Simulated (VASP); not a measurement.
# Te2Pt (P-3m1) in VASP: relaxation of the atoms with PBE+D3(BJ)

Aim: the relaxation of the atoms of Te2Pt with PBE+D3(BJ).

Program: VASP 6.6.1. These are calculated values, not measurements. Logs are shortened: lines on timing, memory, paths and dates and some standing lists are left out, and cuts for length are marked.

## 1. The cell of the first run

It takes space group P-3m1 (No. 164, trigonal). The conventional cell has a = 4.010 Å, b = 4.010 Å, c = 5.201 Å, α = 90.00°, β = 90.00°, γ = 120.00°. Te (site symmetry 3m) has 3 Pt at 2.66 Å and 6 Te at 3.48 Å within 3.5 Å. Within 3.5 Å of Pt (site symmetry -3m) lie 6 Te at 2.66 Å.

## 2. Relaxation of the atoms, PBE+D3(BJ)

INCAR

```
ALGO = Normal
EDIFF = 1E-7
EDIFFG = -0.01
ENCUT = 450
GGA = PE
GGA_COMPAT = False
IBRION = 2
ISIF = 2
ISMEAR = 0
IVDW = 12
LASPH = True
LCHARG = False
LREAL = False
LWAVE = False
NELM = 120
NELMIN = 4
NSW = 60
PREC = Accurate
SIGMA = 0.1
```

KPOINTS

```
k-points
0
Gamma
  12 12 8
```

POSCAR

```
Te2Pt
1.0
    4.0100000000      0.0000000000      0.0000000000
   -2.0050000000      3.4727618692      0.0000000000
    0.0000000000      0.0000000000      5.2010000000
Te Pt
2 1
Direct
    0.3333333333      0.6666666667      0.2500000000
    0.6666666667      0.3333333333      0.7500000000
    0.0000000000      0.0000000000      0.0000000000
```

Potentials or basis: VASP PAW PBE potentials, release 64 (Te, Pt).

Command:

```console
$ cat potpaw_PBE.64/Te/POTCAR potpaw_PBE.64/Pt/POTCAR > POTCAR
$ mpirun -np 1 vasp_std > vasp.out
```

OUTCAR:

```text
EDIFF = 1E-7
   EDIFFG = -0.01
   ENCUT = 450
   GGA = PE
   IBRION = 2
   ISIF = 2
   ISMEAR = 0
   IVDW = 12
   LASPH = True
   LREAL = False
   NELM = 120
   NELMIN = 4
   NSW = 60
   PREC = Accurate
 IVDW          = 12

 ion  position               nearest neighbor table
   1  0.333  0.667  0.250-   3 2.66   3 2.66   3 2.66   2 3.48   2 3.48   2 3.48   2 3.48   2 3.48
                             2 3.48
   2  0.667  0.333  0.750-   3 2.66   3 2.66   3 2.66   1 3.48   1 3.48   1 3.48   1 3.48   1 3.48
                             1 3.48
   3  0.000  0.000  0.000-   1 2.66   2 2.66   2 2.66   1 2.66   2 2.66   1 2.66

  LATTYP: Found a hexagonal cell.
 ALAT       =     4.0100000000
 C/A-ratio  =     1.2970074813

  Lattice vectors:

 A1 = (   4.0100000000,   0.0000000000,   0.0000000000)
 A2 = (  -2.0050000000,   3.4727618692,   0.0000000000)
 A3 = (   0.0000000000,   0.0000000000,   5.2010000000)

Analysis of symmetry for initial positions (statically):
=====================================================================
 Subroutine PRICEL returns:
 Original cell was already a primitive cell.

 Routine SETGRP: Setting up the symmetry group for a
 hexagonal supercell.

 Subroutine GETGRP returns: Found 12 space group operations
 (whereof 12 operations were pure point group operations)
 out of a pool of 24 trial point group operations.

The static configuration has the point symmetry D_3d.

Analysis of symmetry for dynamics (positions and initial velocities):
=====================================================================
 Subroutine PRICEL returns:
 Original cell was already a primitive cell.

 Routine SETGRP: Setting up the symmetry group for a
 hexagonal supercell.

 Subroutine GETGRP returns: Found 12 space group operations
 (whereof 12 operations were pure point group operations)
 out of a pool of 24 trial point group operations.

The dynamic configuration has the point symmetry D_3d.

 Subroutine INISYM returns: Found 12 space group operations
 (whereof 12 operations are pure point group operations),
 and found     1 'primitive' translations

----------------------------------------------------------------------------------------

                                     Primitive cell

  volume of cell :      72.4280

  direct lattice vectors                    reciprocal lattice vectors
     4.010000000  0.000000000  0.000000000     0.249376559  0.143977623  0.000000000
    -2.005000000  3.472761869  0.000000000     0.000000000  0.287955246  0.000000000
     0.000000000  0.000000000  5.201000000     0.000000000  0.000000000  0.192270717

  length of vectors
     4.010000000  4.010000000  5.201000000     0.287955246  0.287955246  0.192270717

  position of ions in fractional coordinates (direct lattice)
     0.333333333  0.666666667  0.250000000
     0.666666667  0.333333333  0.750000000
     0.000000000  0.000000000  0.000000000

  ion indices of the primitive-cell ions
   primitive index   ion index
                 1           1
                 2           2
                 3           3

----------------------------------------------------------------------------------------

 KPOINTS: k-points

Automatic generation of k-mesh.
 Grid dimensions read from file:
 generate k-points for:   12   12    8

 Generating k-lattice:

  Cartesian coordinates                     Fractional coordinates (reciprocal lattice)
     0.020781380  0.011998135  0.000000000     0.083333333  0.000000000  0.000000000
     0.000000000  0.023996271  0.000000000     0.000000000  0.083333333  0.000000000
     0.000000000  0.000000000  0.024033840     0.000000000  0.000000000  0.125000000

  Length of vectors
     0.023996271  0.023996271  0.024033840

  Shift w.r.t. Gamma in fractional coordinates (k-lattice)
     0.000000000  0.000000000  0.000000000

 Subroutine IBZKPT returns following result:
 ===========================================

 Found    131 irreducible k-points:

 Following reciprocal coordinates:
            Coordinates               Weight
  0.000000  0.000000  0.000000      1.000000
  0.083333  0.000000  0.000000      6.000000
  0.166667  0.000000  0.000000      6.000000
  0.250000  0.000000  0.000000      6.000000
  0.333333  0.000000  0.000000      6.000000
  0.416667  0.000000  0.000000      6.000000
[... 16 lines left out ...]
  0.166667  0.000000  0.125000      6.000000
  0.000000  0.166667  0.125000      6.000000
 [... further k-points ...]
   k-points           NKPTS =    131   k-points in BZ     NKDIM =    131   number of bands    NBANDS=     15
   number of dos      NEDOS =    301   number of ions     NIONS =      3
   total plane-waves  NPLWV =  28224
   dimension x,y,z NGX =    28 NGY =   28 NGZ =   36
   dimension x,y,z NGXF=    56 NGYF=   56 NGZF=   72
   ions per type =               2   1
   NGX,Y,Z   is equivalent  to a cutoff of  11.61, 11.61, 11.51 a.u.
   NGXF,Y,Z  is equivalent  to a cutoff of  23.22, 23.22, 23.01 a.u.
 SYSTEM =  unknown system
   PREC   = accura    normal or accurate (medium, high low for compatibility)
   ISTART =      0    job   : 0-new  1-cont  2-samecut
   ICHARG =      2    charge: 1-file 2-atom 10-const
   ISPIN  =      1    spin polarized calculation?
   LNONCOLLINEAR =      F non collinear calculations
   LSORBIT =      F    spin-orbit coupling
   LASPH  =      T    aspherical Exc in radial PAW
   ENCUT  =  450.0 eV  33.07 Ry    5.75 a.u.   6.94  6.94  9.00*2*pi/ulx,y,z
   NELM   =    120;   NELMIN=  4; NELMDL= -5     # of ELM steps
   EDIFF  = 0.1E-06   stopping-criterion for ELM
   LREAL  =      F    real-space projection
   EDIFFG = -.1E-01   stopping-criterion for IOM
   NSW    =     60    number of steps for IOM
   IBRION =      2    ionic relax: 0-MD 1-quasi-New 2-CG
   NFREE  =      1    steps in history (QN), initial steepest desc. (CG)
   ISIF   =      2    stress and relaxation
   ISYM   =      2    0-nonsym 1-usesym 2-fastsym
   POTIM  = 0.5000    time-step for ionic-motion
   TEBEG  =    0.0;   TEEND  =   0.0 temperature during run
   PSTRESS=    0.0 pullay stress
   NELECT =      22.0000    total number of electrons
   NUPDOWN=      -1.0000    fix difference up-down
   EMIN   =  10.00;   EMAX   =-10.00  energy-range for DOS
   EFERMI =   0.00;   METHOD = LEGACY
   ISMEAR =     0;   SIGMA  =   0.10  broadening in eV -4-tet -1-fermi 0-gaus
   EFERMI_NEDOS =   21; number of points for ismear=-14 and -15
   IALGO  =     38    algorithm
   IMIX   =      4    mixing-type and parameters
     AMIX     =   0.40;   BMIX     =  1.00
     AMIX_MAG =   1.60;   BMIX_MAG =  1.00
  volume/ion in A,a.u.               =      24.14       162.92
  Fermi-wavevector in a.u.,A,eV,Ry     =   1.100475  2.079597 16.477281  1.211046
  Thomas-Fermi vector in A             =   2.236887
   LORBIT       =      0    0 simple, 1 ext, 2 COOP (PROOUT), +10 PAW based schemes
   GGA     = PE    functional components
   LHFCALC =     F    Hartree Fock is set to
   AEXX    =    0.0000 exact exchange contribution
   IVDW    =    12    specifies the selected vdW correction
   LEPSILON=     F    determine dielectric tensor
   LRPA    =     F    only Hartree local field effects (RPA)
 conjugate gradient relaxation of ions
 non-spin polarized calculation
 Gauss-broadening in eV      SIGMA  =   0.10
  energy-cutoff  :      450.00
  volume of cell :       72.43
 maximum number of plane-waves:      1590
   NGX = 13   NGY = 13   NGZ = 17

--------------------------------------- Ionic step        1  -------------------------------------------

 number of electron      21.9999999 magnetization

 Free energy of the ion-electron system (eV)
  ---------------------------------------------------
  ext. energy  EPLUGINS =         0.00000000
  ---------------------------------------------------
  free energy    TOTEN  =       -13.42947498 eV

  energy without entropy =      -13.42413555  energy(sigma->0) =      -13.42680527

------------------------ aborting loop because EDIFF is reached ----------------------------------------

 Edisp (eV)   -1.69327

 E8    (eV) :    -0.7764

  FORCE on cell =-STRESS in cart. coord.  units (eV):
  Direction    XX          YY          ZZ          XY          YZ          ZX
  --------------------------------------------------------------------------------------
  -------------------------------------------------------------------------------------
  Total       2.34467     2.34467     1.59115     0.00000    -0.00000     0.00000
  in kB      51.86632    51.86632    35.19785     0.00000    -0.00000     0.00000
  external pressure =       46.31 kB  Pullay stress =        0.00 kB
[... 63 lines left out ...]
  energy  without entropy=      -15.1871130723  energy(sigma->0) =      -15.19039483

--------------------------------------- Ionic step        3  -------------------------------------------

 number of electron      21.9999999 magnetization

 Free energy of the ion-electron system (eV)
  ---------------------------------------------------
  ext. energy  EPLUGINS =         0.00000000
  ---------------------------------------------------
  free energy    TOTEN  =       -13.51069147 eV

  energy without entropy =      -13.50355212  energy(sigma->0) =      -13.50712179

 E-fermi :   8.8675     XC(G=0): -10.6156

 val. band max:        8.8598936795   @ k =   0.0833   0.0000   0.1250
 cond. band min:       8.8704922316   @ k =   0.1667   0.1667   0.0000
 fundamental gap:      0.0105985521
 Fermi energy:         8.8675225320

 k-point     1 :       0.0000    0.0000    0.0000
  band No.  band energies     occupation
      1      -5.2185      2.00000
      2      -1.7550      2.00000
      3       2.0197      2.00000
      4       3.2427      2.00000
      5       3.2427      2.00000
      6       5.1318      2.00000
      7       5.1318      2.00000
      8       6.1143      2.00000
      9       8.4604      2.00000
     10       8.4604      2.00000
     11       9.7505      0.00000
     12       9.7505      0.00000
     13      10.4438      0.00000
     14      11.6097      0.00000
     15      13.2277      0.00000
[... 397 lines left out ...]
 k-point    24 :       0.0000    0.1667    0.1250
  band No.  band energies     occupation
      1      -4.8481      2.00000
      2      -2.0960      2.00000
      3       2.4273      2.00000
      4       3.3555      2.00000
      5       3.6611      2.00000
      6       4.6711      2.00000
      7       5.0383      2.00000
      8       5.7294      2.00000
      9       6.9762      2.00000
     10       7.9999      2.00000
     11       9.2122      0.00000
     12       9.7862      0.00000
     13      10.2780      0.00000
     14      12.7369      0.00000
     15      13.4472      0.00000

 [... further k-points ...]

------------------------ aborting loop because EDIFF is reached ----------------------------------------

 Edisp (eV)   -1.69785

 E8    (eV) :    -0.7792

  FORCE on cell =-STRESS in cart. coord.  units (eV):
  Direction    XX          YY          ZZ          XY          YZ          ZX
  --------------------------------------------------------------------------------------
  -------------------------------------------------------------------------------------
  Total       0.51260     0.51260    -0.38145    -0.00000    -0.00000    -0.00000
  in kB      11.33921    11.33921    -8.43806    -0.00000    -0.00000    -0.00000
  external pressure =        4.75 kB  Pullay stress =        0.00 kB
[... 18 lines left out ...]
  FREE ENERGIE OF THE ION-ELECTRON SYSTEM (eV)
  ---------------------------------------------------
  free  energy   TOTEN  =       -15.2085462015 eV

  energy  without entropy=      -15.2014068554  energy(sigma->0) =      -15.20497653

 reached required accuracy - stopping structural energy minimisation
```

It took 1.8 min on 1 thread of Intel Xeon 6975P-C (Granite Rapids), shared host; peak memory 0.27 GiB.

Results:

| Property | Result |
| --- | --- |
| Free energy | -15.2085 eV |
| Energy gained by relaxing | 28.6 meV/atom |
| Ionic steps | 3 |
| Pressure after relaxing | 0.5 GPa |
| Largest force after relaxing | 0.008 eV/Å |
| Band gap on the k mesh | zero (bands 11 and 12 overlap by 1.35 eV) |
| Dispersion energy per atom | -0.566 eV |

Forces in eV/Å, atoms in the order of the input:
```
Te   0.000  0.000 -0.008
Te   0.000  0.000  0.008
Pt   0.000  0.000  0.000
```

Step by step:
| step | energy change (eV) | largest force (eV/Å) | pressure (GPa) |
| --- | --- | --- | --- |
| 1 | 0.0000 | 1.0329 | 4.63 |
| 2 | -0.0709 | 0.4077 | 2.13 |
| 3 | -0.0858 | 0.0079 | 0.47 |

Final structure:
```cif
data_structure
_symmetry_space_group_name_H-M 'P 1'
_symmetry_Int_Tables_number 1
_cell_length_a 4.0100
_cell_length_b 4.0100
_cell_length_c 5.2010
_cell_angle_alpha 90.000
_cell_angle_beta 90.000
_cell_angle_gamma 120.000
_cell_volume 72.43
loop_
_atom_site_label
_atom_site_type_symbol
_atom_site_fract_x
_atom_site_fract_y
_atom_site_fract_z
_atom_site_occupancy
Te1 Te 0.33333 0.66667 0.26688 1
Te2 Te 0.66667 0.33333 0.73312 1
Pt1 Pt 0.00000 0.00000 0.00000 1
```

Caveat: spin-orbit coupling is left out, which moves the levels of the heavy elements.
